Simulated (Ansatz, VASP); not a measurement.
# One calculation of InSb, two programs

```
In Sb
1.0
     0.00000    3.27907    3.27907
     3.27907    0.00000    3.27907
     3.27907    3.27907    0.00000
In Sb
1 1
Cartesian
  0.0000 0.0000 0.0000
  1.6395 1.6395 1.6395
```

Alike in both runs: functional r2SCAN; k mesh 9 × 9 × 9; occupations fermi-dirac, width 0.1 eV; no spin polarisation.

Ansatz relaxed the structure, and its values are those at the end. VASP's run is a single point on that final structure, the one shown.

```csv
,VASP,Ansatz
version,VASP 6.6.1,Ansatz 0.2.0
potentials or method,"VASP PAW PBE potentials, release 64 (In_d, Sb), cutoff 520 eV",PAW plane waves
valence electrons in the cell,18,28
```

```csv
,VASP,Ansatz,Ansatz less VASP
pressure (GPa),0.0,0.0,+0.02
```

VASP's potentials were made for PBE, not for r2SCAN. VASP's potentials hold 18 valence electrons a cell and Ansatz's 28, so a difference there can come from the potentials and not from the codes. Ansatz's warnings: stress scf threshold loose.

Spin-orbit coupling is off throughout.
